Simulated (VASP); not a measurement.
The system is Sb5Se.

```
Sb Se
1.0
     5.77715    0.00000    0.00000
    -2.88858    5.00316    0.00000
     0.00000    0.00000    5.49824
Sb Se
5 1
Cartesian
  0.0000 3.3354 2.7491
  -1.9376 3.3561 0.0000
  3.8753 0.0000 0.0000
  0.9509 1.6471 0.0000
  2.8886 1.6677 2.7491
  0.0000 0.0000 2.7491
```

The cell was built from a structure type or drawn by symmetry, and may not be a known phase.

| Property | Result |
| --- | --- |
| Program | VASP 6.6.1 |
| Task | relaxation of cell and atoms |
| Functional | PBE |
| Potentials or basis | VASP PAW PBE potentials, release 64 (Sb, Se) |
| Cutoff | 600 eV |
| k mesh | 6 × 6 × 8 |
| Occupations | gaussian, width 0.1 eV |
| Spin | no spin polarisation |

At the start: pressure -0.4 GPa; volume 26.49 Å³/atom.

**Question.** Where does the relaxation end?

**Answer.** Over 33 steps the energy falls by 11.1 meV/atom and the volume is 26.55 Å³/atom (+0.2 %); space group P-62m (No. 189, to 0.1 Å) before and after.

Step by step:
| step | energy change (eV) | largest force (eV/Å) | pressure (GPa) | volume (Å³) |
| --- | --- | --- | --- | --- |
| 1 | 0.0000 | 0.0335 | -0.44 | 158.92 |
| 2 | -0.0088 | 0.0032 | 0.16 | 157.24 |
| 3 | -0.0098 | 0.0102 | 0.43 | 156.53 |
| 4 | -0.0138 | 0.0392 | 0.09 | 157.28 |
| 5 | -0.0138 | 0.0399 | 0.09 | 157.31 |
| 6 | -0.0141 | 0.0367 | -0.04 | 157.62 |
| 7 | -0.0141 | 0.0344 | -0.13 | 157.85 |
| 8 | -0.0143 | 0.0338 | -0.13 | 157.84 |
| 9 | -0.0148 | 0.0324 | -0.12 | 157.82 |
| 10 | -0.0155 | 0.0325 | -0.11 | 157.78 |
| 11 | -0.0167 | 0.0452 | -0.05 | 157.70 |
| 12 | -0.0198 | 0.0599 | 0.16 | 157.53 |
| 13 | 0.0015 | 0.2095 | 1.14 | 157.18 |
| 14 | -0.0199 | 0.0573 | 0.19 | 157.51 |
| 15 | -0.0200 | 0.0431 | 0.31 | 157.45 |
| 16 | -0.0201 | 0.0421 | 0.31 | 157.46 |
| 17 | -0.0204 | 0.0390 | 0.33 | 157.47 |
| 18 | -0.0208 | 0.0322 | 0.35 | 157.51 |
| 19 | -0.0213 | 0.0143 | 0.40 | 157.57 |
| 20 | -0.0220 | 0.0148 | 0.38 | 157.64 |
| 21 | -0.0238 | 0.0158 | 0.30 | 157.83 |
| 22 | -0.0271 | 0.0182 | 0.15 | 158.21 |
| 23 | -0.0320 | 0.0246 | -0.14 | 158.98 |
| 24 | -0.0369 | 0.0432 | -0.67 | 160.50 |
| 25 | -0.0411 | 0.0389 | -0.57 | 160.23 |
| 26 | -0.0534 | 0.0228 | -0.24 | 159.41 |
| 27 | -0.0635 | 0.0421 | 0.56 | 157.73 |
| 28 | -0.0639 | 0.0267 | 0.41 | 158.03 |
| 29 | -0.0658 | 0.0232 | 0.24 | 158.56 |
| 30 | -0.0661 | 0.0262 | 0.16 | 158.86 |
| 31 | -0.0661 | 0.0268 | 0.15 | 158.91 |
| 32 | -0.0664 | 0.0126 | 0.02 | 159.20 |
| 33 | -0.0664 | 0.0071 | -0.03 | 159.31 |

Final structure:
```
Sb Se
1.0
     5.94170    0.00000    0.00000
    -2.97085    5.14566    0.00000
     0.00000    0.00000    5.21077
Sb Se
5 1
Cartesian
  0.0000 3.4304 2.6054
  -2.0808 3.6041 0.0000
  4.1616 0.0000 0.0000
  0.8900 1.5416 0.0000
  2.9708 1.7152 2.6054
  0.0000 0.0000 2.6054
```

Caveat: the highest band is partly filled, so the run has too few bands.
